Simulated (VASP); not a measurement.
# Co (P6_3/mmc) in VASP: further runs, part 2 of 2

VASP 6.6.1. The steps go on from the part before.

## (3) Single point, PBEsol, collinear spin, ferromagnetic start (9.77 Å³/atom)

This run uses another cell than the first one, of 9.77 Å³/atom.

Input file INCAR:

```
PREC = Accurate
ENCUT = 520
EDIFF = 1E-6
ISMEAR = 0
SIGMA = 0.1
LREAL = False
LASPH = True
NELM = 150
ALGO = Fast
ISIF = 2
LWAVE = False
LCHARG = False
ISPIN = 2
MAGMOM = 1.81 1.83 1.81 1.83
LORBIT = 11
LMAXMIX = 4
GGA = PS
NBANDS = 30
```

Input file KPOINTS:

```
regular mesh
0
Gamma
  18 18 6
```

Input file POSCAR:

```
Co
1.0
    2.4062467551      0.0000000000      0.0000000000
   -1.2031233776      2.0838708177      0.0000000000
    0.0000000000      0.0000000000      7.7947519859
Co
4
Direct
    0.0000000000      0.0000000000      0.0000000000
    0.3333333333      0.6666666667      0.2500000000
    0.0000000000      0.0000000000      0.5000000000
    0.6666666667      0.3333333333      0.7500000000
```

Potentials or basis: VASP PAW PBE potentials, release 64 (Co).

Run with:

```console
> cat potpaw_PBE.64/Co/POTCAR > POTCAR
> mpirun -np 1 vasp_std > vasp.out
```

OUTCAR:

```text
PREC = Accurate
   ENCUT = 520
   EDIFF = 1E-6
   ISMEAR = 0
   LREAL = False
   LASPH = True
   NELM = 150
   ISIF = 2
   ISPIN = 2
   LORBIT = 11
   GGA = PS

 ion  position               nearest neighbor table
   1  0.000  0.000  0.000-   2 2.39   4 2.39   4 2.39   2 2.39   4 2.39   2 2.39
   2  0.333  0.667  0.250-   1 2.39   3 2.39   1 2.39   3 2.39   1 2.39   3 2.39
   3  0.000  0.000  0.500-   2 2.39   4 2.39   4 2.39   2 2.39   4 2.39   2 2.39
   4  0.667  0.333  0.750-   1 2.39   3 2.39   1 2.39   3 2.39   1 2.39   3 2.39

  LATTYP: Found a hexagonal cell.
 ALAT       =     2.4062467551
 C/A-ratio  =     3.2393818171

  Lattice vectors:

 A1 = (   2.4062467551,   0.0000000000,   0.0000000000)
 A2 = (  -1.2031233776,   2.0838708177,   0.0000000000)
 A3 = (   0.0000000000,   0.0000000000,   7.7947519859)

Analysis of symmetry for initial positions (statically):
=====================================================================
 Subroutine PRICEL returns:
 Original cell was already a primitive cell.

 Routine SETGRP: Setting up the symmetry group for a
 hexagonal supercell.

 Subroutine GETGRP returns: Found 24 space group operations
 (whereof 12 operations were pure point group operations)
 out of a pool of 24 trial point group operations.

The static configuration has the point symmetry D_3d.
 The point group associated with its full space group is D_6h.

Analysis of symmetry for dynamics (positions and initial velocities):
=====================================================================
 Subroutine PRICEL returns:
 Original cell was already a primitive cell.

 Routine SETGRP: Setting up the symmetry group for a
 hexagonal supercell.

 Subroutine GETGRP returns: Found 24 space group operations
 (whereof 12 operations were pure point group operations)
 out of a pool of 24 trial point group operations.

The dynamic configuration has the point symmetry D_3d.
 The point group associated with its full space group is D_6h.

Analysis of structural, dynamic, and magnetic symmetry:
=====================================================================
 Subroutine PRICEL returns:
 Original cell was already a primitive cell.

 Routine SETGRP: Setting up the symmetry group for a
 hexagonal supercell.

 Subroutine GETGRP returns: Found 24 space group operations
 (whereof 12 operations were pure point group operations)
 out of a pool of 24 trial point group operations.

The overall configuration has the point symmetry D_3d.
 The point group associated with its full space group is D_6h.

 Subroutine INISYM returns: Found 24 space group operations
 (whereof 12 operations are pure point group operations),
 and found     1 'primitive' translations

----------------------------------------------------------------------------------------

                                     Primitive cell

  volume of cell :      39.0853

  direct lattice vectors                    reciprocal lattice vectors
     2.406246755  0.000000000  0.000000000     0.415584976  0.239938098  0.000000000
    -1.203123378  2.083870818  0.000000000     0.000000000  0.479876196  0.000000000
     0.000000000  0.000000000  7.794751986     0.000000000  0.000000000  0.128291446

  length of vectors
[... 86 lines left out ...]
   EDIFF  = 0.1E-05   stopping-criterion for ELM
   LREAL  =      F    real-space projection
   EDIFFG = 0.1E-04   stopping-criterion for IOM
   NSW    =      0    number of steps for IOM
   IBRION =     -1    ionic relax: 0-MD 1-quasi-New 2-CG
   NFREE  =      0    steps in history (QN), initial steepest desc. (CG)
   ISIF   =      2    stress and relaxation
   ISYM   =      2    0-nonsym 1-usesym 2-fastsym
   POTIM  = 0.5000    time-step for ionic-motion
   TEBEG  =    0.0;   TEEND  =   0.0 temperature during run
   PSTRESS=    0.0 pullay stress
   NELECT =      36.0000    total number of electrons
   NUPDOWN=      -1.0000    fix difference up-down
   EMIN   =  10.00;   EMAX   =-10.00  energy-range for DOS
   EFERMI =   0.00;   METHOD = LEGACY
   ISMEAR =     0;   SIGMA  =   0.10  broadening in eV -4-tet -1-fermi 0-gaus
   EFERMI_NEDOS =   21; number of points for ismear=-14 and -15
   IALGO  =     68    algorithm
   IMIX   =      4    mixing-type and parameters
     AMIX     =   0.40;   BMIX     =  1.00
     AMIX_MAG =   1.60;   BMIX_MAG =  1.00
  volume/ion in A,a.u.               =       9.77        65.94
  Fermi-wavevector in a.u.,A,eV,Ry     =   1.592837  3.010025 34.519731  2.537129
  Thomas-Fermi vector in A             =   2.691160
   LORBIT       =     11    0 simple, 1 ext, 2 COOP (PROOUT), +10 PAW based schemes
   GGA     = PS    functional components
   LHFCALC =     F    Hartree Fock is set to
   AEXX    =    0.0000 exact exchange contribution
   IVDW    =     0    specifies the selected vdW correction
   LEPSILON=     F    determine dielectric tensor
   LRPA    =     F    only Hartree local field effects (RPA)
 spin polarized calculation
 RMM-DIIS sequential band-by-band and
 Gauss-broadening in eV      SIGMA  =   0.10
  energy-cutoff  :      520.00
  volume of cell :       39.09
 maximum number of plane-waves:      1079
 NGX is ok and might be reduce to    18
   NGX =  9   NGY =  9   NGZ = 29

 number of electron      36.0000032 magnetization       6.2108109

 Free energy of the ion-electron system (eV)
  ---------------------------------------------------
  ext. energy  EPLUGINS =         0.00000000
  ---------------------------------------------------
  free energy    TOTEN  =       -30.81413868 eV

  energy without entropy =      -30.79943182  energy(sigma->0) =      -30.80678525

 E-fermi :  11.6979     XC(G=0): -14.2100

 val. band max:       11.6970913714   @ k =   0.0556   0.0556   0.5000
 cond. band min:      11.6994657273   @ k =   0.3333   0.1111   0.0000
 fundamental gap:      0.0023743559
 Fermi energy:        11.6978881656

 spin component 1

 k-point     1 :       0.0000    0.0000    0.0000
  band No.  band energies     occupation
      1       2.0212      1.00000
      2       4.4076      1.00000
      3       4.4282      1.00000
      4       5.9729      1.00000
      5       8.4778      1.00000
      6       8.5118      1.00000
[... 781 lines left out ...]
     29      25.1193      0.00000
     30      26.0701      0.00000

 [... further k-points ...]

 spin component 2

 k-point     1 :       0.0000    0.0000    0.0000
  band No.  band energies     occupation
      1       2.1159      1.00000
      2       4.5857      1.00000
      3       4.5897      1.00000
      4       6.8842      1.00000
      5       9.7568      1.00000
      6       9.8089      1.00000
[... 781 lines left out ...]
     29      25.5055      0.00000
     30      26.6191      0.00000

 [... further k-points ...]

------------------------ aborting loop because EDIFF is reached ----------------------------------------

  FORCE on cell =-STRESS in cart. coord.  units (eV):
  Direction    XX          YY          ZZ          XY          YZ          ZX
  --------------------------------------------------------------------------------------
  -------------------------------------------------------------------------------------
  Total        4.0061951      4.0061951      3.9841590     -0.0000000      0.0000000      0.0000000
  in kB      164.2212780    164.2212780    163.3179764     -0.0000000      0.0000000      0.0000000
  external PRESSURE =     163.9201775 kB  Pullay stress =       0.0000000 kB

 VOLUME and BASIS-vectors are now :
 -----------------------------------------------------------------------------
  energy-cutoff  :      520.00
  volume of cell :       39.09
      direct lattice vectors                 reciprocal lattice vectors
     2.406246755  0.000000000  0.000000000     0.415584976  0.239938098  0.000000000
    -1.203123378  2.083870818  0.000000000     0.000000000  0.479876196  0.000000000
     0.000000000  0.000000000  7.794751986     0.000000000  0.000000000  0.128291446

 POSITION                                       TOTAL-FORCE (eV/Angst)
 -----------------------------------------------------------------------------------
      0.00000      0.00000      0.00000         0.000000      0.000000      0.000000
     -0.00000      1.38925      1.94869        -0.000000      0.000000     -0.000000
      0.00000      0.00000      3.89738         0.000000      0.000000      0.000000
      1.20312      0.69462      5.84606         0.000000     -0.000000     -0.000000
 -----------------------------------------------------------------------------------
    total drift:                                0.000000     -0.000000      0.000000

  FREE ENERGIE OF THE ION-ELECTRON SYSTEM (eV)
  ---------------------------------------------------
  free  energy   TOTEN  =       -30.8141386845 eV

  energy  without entropy=      -30.7994318158  energy(sigma->0) =      -30.80678525

 total charge

# of ion       s       p       d       tot
------------------------------------------
    1        0.538   0.622   7.341   8.500
    2        0.537   0.626   7.332   8.495
    3        0.538   0.622   7.341   8.500
    4        0.537   0.626   7.332   8.495
--------------------------------------------------
tot          2.149   2.496  29.345  33.991

 magnetization (x)

# of ion       s       p       d       tot
------------------------------------------
    1       -0.014  -0.048   1.599   1.537
    2       -0.014  -0.050   1.622   1.558
    3       -0.014  -0.048   1.599   1.537
    4       -0.014  -0.050   1.622   1.558
--------------------------------------------------
tot         -0.058  -0.194   6.442   6.190
```

It took 9.1 min on 1 thread of Intel Xeon 8259CL, shared host; peak memory 0.34 GiB.

What came out:

* Free energy: -30.8141 eV
* Pressure: 16.4 GPa
* Net moment: 6.21 μB per cell
* Site moments: Co +1.54, +1.56 (each value once) μB
* Valence electrons inside the program's atomic spheres: Co 8.50, 8.49 (each value once)

Stress tensor (GPa, compression positive):
```
16.42  0.00  0.00
 0.00 16.42  0.00
 0.00  0.00 16.33
```

Caveat: the cell stands under pressure; the PAW data sets were made with another functional, which shifts forces and pressure a little.

## (4) Single point, PBEsol, collinear spin, ferromagnetic start

This run uses another cell than the first one, of 10.27 Å³/atom.

Input file INCAR:

```
PREC = Accurate
ENCUT = 520
EDIFF = 1E-6
ISMEAR = 0
SIGMA = 0.1
LREAL = F
LASPH = T
NELM = 150
ALGO = Fast
ISIF = 2
LWAVE = F
LCHARG = F
ISPIN = 2
MAGMOM = 1.81 1.83 1.81 1.83
LORBIT = 11
LMAXMIX = 4
GGA = PS
NBANDS = 30
```

KPOINTS is that of step 3.

Input file POSCAR:

```
Co
1.0
    2.4456199908      0.0000000000      0.0000000000
   -1.2228099954      2.1179690400      0.0000000000
    0.0000000000      0.0000000000      7.9312706951
Co
4
Direct
    0.0000000000      0.0000000000      0.0000000000
    0.3333333333      0.6666666667      0.2500000000
    0.0000000000      0.0000000000      0.5000000000
    0.6666666667      0.3333333333      0.7500000000
```

Run with:

```console
> cat potpaw_PBE.64/Co/POTCAR > POTCAR
> mpirun -np 1 vasp_std > vasp.out
```

It took 8.5 min on 1 thread of Intel Xeon Platinum 8259CL at 2.50GHz (Skylake/Cascade Lake), shared host; peak memory 0.34 GiB.

Results (log left out):

| Item | Value |
| --- | --- |
| Free energy | -30.9248 eV |
| Pressure | 2.1 GPa |
| Net moment | 6.33 μB per cell |
| Site moments | Co +1.58, +1.59 (each value once) μB |
| Valence electrons inside the program's atomic spheres | Co 8.39, 8.38 (each value once) |

Levels at points of the mesh, in eV from the Fermi level:
Spin up:
| k point | band 18 | band 19 | band 20 | band 21 | band 22 | band 23 | band 24 | band 25 |
| --- | --- | --- | --- | --- | --- | --- | --- | --- |
| (0.00, 0.00, 0.00) | -1.45 | -1.45 | -1.11 | -1.11 | -0.67 | -0.67 | -0.27 | 6.74 |
| (0.50, 0.00, 0.00) | -0.45 | -0.43 | -0.40 | 0.21 | 1.36 | 2.63 | 3.25 | 7.37 |
| (0.00, 0.00, 0.50) | -1.61 | -1.61 | -1.61 | -0.87 | -0.87 | -0.87 | -0.87 | 9.80 |
| (0.50, 0.00, 0.50) | -0.60 | -0.46 | -0.46 | 1.32 | 1.32 | 2.92 | 2.92 | 7.71 |
Spin down:
| k point | band 11 | band 12 | band 13 | band 14 | band 15 | band 16 | band 17 | band 18 |
| --- | --- | --- | --- | --- | --- | --- | --- | --- |
| (0.00, 0.00, 0.00) | -1.18 | -0.94 | -0.94 | -0.88 | -0.88 | -0.23 | -0.01 | -0.01 |
| (0.50, 0.00, 0.00) | -0.85 | -0.16 | -0.13 | 0.52 | 1.21 | 1.24 | 1.27 | 1.28 |
| (0.00, 0.00, 0.50) | -1.16 | -1.16 | -1.05 | -1.05 | -1.05 | -1.05 | 0.20 | 0.20 |
| (0.50, 0.00, 0.50) | -0.92 | -0.92 | -0.25 | -0.25 | 0.84 | 0.84 | 1.23 | 1.23 |

Caveat: the PAW data sets were made with another functional, which shifts forces and pressure a little.

## (5) Summary

| cell | k mesh | further INCAR settings | gap on the mesh (eV) | pressure (GPa) | moment (μB) |
| --- | --- | --- | --- | --- | --- |
| a = 2.471, b = 2.471, c = 8.088 Å, angles 90.0, 90.0, 120.0°, 4 atoms | 12 × 12 × 2 | ALGO = Fast; EDIFF = 1e-07; NBANDS = 30 | none | -5.6 | 6.74 |
| a = 2.406, b = 2.406, c = 7.795 Å, angles 90.0, 90.0, 120.0°, 4 atoms | 18 × 18 × 6 | ALGO = Fast; EDIFF = 1e-06; NBANDS = 30 | none | 16.4 | 6.21 |
| a = 2.446, b = 2.446, c = 7.931 Å, angles 90.0, 90.0, 120.0°, 4 atoms | 18 × 18 × 6 | ALGO = Fast; EDIFF = 1e-06; NBANDS = 30 | none | 2.1 | 6.33 |

Alike in all rows: task single point; level PBEsol; potentials or basis VASP PAW PBE potentials, release 64 (Co); spin collinear, ferromagnetic start; cutoff (eV) 520; smearing gaussian 0.1 eV.

Caveats: some runs use coarse meshes; the PAW data sets were made with another functional, which shifts forces and pressure a little; the cell stands under pressure (at least some runs).

Total energies depend on the potentials used, so only differences within one code and one set of settings carry meaning.
